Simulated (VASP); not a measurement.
System: AlN (a cell with a defect).

```xyz
94
Lattice="9.3414 0.0000 0.0000 0.0000 10.7866 0.0000 0.0000 0.0000 9.9671" Properties=species:S:1:pos:R:3 pbc="T T T"
Al    1.5306    0.8669    2.4970
Al    1.5447    0.8937    7.4605
Al    9.3401    3.6123    2.5030
Al    9.3402    3.5999    7.4575
Al    4.6695    0.8855    2.4994
Al    4.6695    0.8875    7.4591
Al    2.8287    3.4203    2.6249
Al    3.0798    3.5698    7.3711
Al    1.5543    6.2995    2.4974
Al    1.5545    6.2952    7.4622
Al    9.3401    8.9720    2.4877
Al    9.3401    8.9804    7.4678
Al    7.8080    0.8667    2.4968
Al    7.7941    0.8937    7.4604
Al    6.5101    3.4199    2.6252
Al    6.2596    3.5696    7.3707
Al    4.6691    6.6456    2.6237
Al    4.6694    6.3366    7.3686
Al    3.0885    9.0236    2.4943
Al    3.1068    8.9981    7.4621
Al    7.7848    6.2997    2.4978
Al    7.7844    6.2952    7.4622
Al    6.2502    9.0236    2.4941
Al    6.2320    8.9982    7.4622
Al    9.3402    1.8200    4.9634
Al    9.3404    1.8048    9.9473
Al    3.1175    1.7868    4.9735
Al    3.1102    1.7882    9.9345
Al    1.5749    4.5058    4.9770
Al    1.5581    4.4955    9.9303
Al    9.3406    7.1857    4.9779
Al    9.3404    7.1853    9.9526
Al    6.2214    1.7869    4.9733
Al    6.2293    1.7881    9.9347
Al    4.6699    4.4954    9.2251
Al    3.1071    7.1938    4.9748
Al    3.1104    7.1980    9.9347
Al    1.5395    9.8860    4.9841
Al    1.5489    9.8860    9.9425
Al    7.7644    4.5062    4.9769
Al    7.7814    4.4954    9.9307
Al    6.2324    7.1938    4.9750
Al    6.2290    7.1979    9.9346
Al    4.6696    9.8697    4.9691
Al    4.6697    9.8837    9.9503
Al    7.7998    9.8860    4.9840
Al    7.7905    9.8860    9.9424
N     9.3401    1.8150    1.8956
N     9.3402    1.8054    6.8722
N     3.1124    1.7645    1.8701
N     3.1076    1.7652    6.8744
N     1.5536    4.5126    1.8652
N     1.5412    4.5063    6.8762
N     9.3402    7.1808    1.8879
N     9.3402    7.1896    6.8793
N     6.2264    1.7645    1.8702
N     6.2313    1.7651    6.8740
N     4.6696    4.4953    7.2965
N     3.0898    7.2080    1.8681
N     3.0911    7.2110    6.8740
N     1.5388    9.8824    1.8778
N     1.5453    9.8857    6.8845
N     7.7851    4.5127    1.8659
N     7.7983    4.5065    6.8758
N     6.2491    7.2078    1.8681
N     6.2478    7.2111    6.8741
N     4.6695    9.8772    1.8928
N     4.6695    9.8786    6.8746
N     7.8001    9.8826    1.8778
N     7.7936    9.8858    6.8845
N     1.5373    0.8751    4.3851
N     1.5465    0.8943    9.3660
N     9.3393    3.6252    4.3864
N     9.3403    3.5991    9.3640
N     4.6693    0.8759    4.3824
N     4.6696    0.8927    9.3649
N     2.9779    3.5048    4.3756
N     3.0697    3.5636    9.3726
N     1.5505    6.3018    4.3811
N     1.5567    6.2933    9.3651
N     9.3403    8.9752    4.3836
N     9.3403    8.9788    9.3676
N     7.8014    0.8752    4.3849
N     7.7926    0.8941    9.3658
N     6.3600    3.5056    4.3755
N     6.2698    3.5633    9.3725
N     4.6698    6.4733    4.3754
N     4.6696    6.3482    9.3711
N     3.0860    9.0129    4.3845
N     3.1085    8.9983    9.3657
N     7.7892    6.3025    4.3816
N     7.7824    6.2931    9.3651
N     6.2531    9.0128    4.3844
N     6.2306    8.9982    9.3658
```

Base run:

```yaml
Program: VASP 6.6.1
Functional: r2SCAN
Potentials_or_basis: VASP PAW PBE potentials, release 64 (Al, N)
Cutoff: 580 eV
k_mesh: 1 × 1 × 1, shifted
Occupations: fermi-dirac, width 0.05 eV
Spin: no spin polarisation
```

Its results: band gap on the k mesh 1.45 eV; pressure 0.9 GPa; largest force 0.237 eV/Å.

Problem. The run is repeated on the same cell with these changes: functional from r2SCAN to PBEsol; cutoff from 580 eV to 520 eV. What comes out?

Solution. Band gap on the k mesh 1.18 eV; pressure 2.3 GPa; largest force 0.049 eV/Å.

Caveats: the PAW data sets were made with another functional, which shifts forces and pressure a little.

A k mesh can miss the band edges.
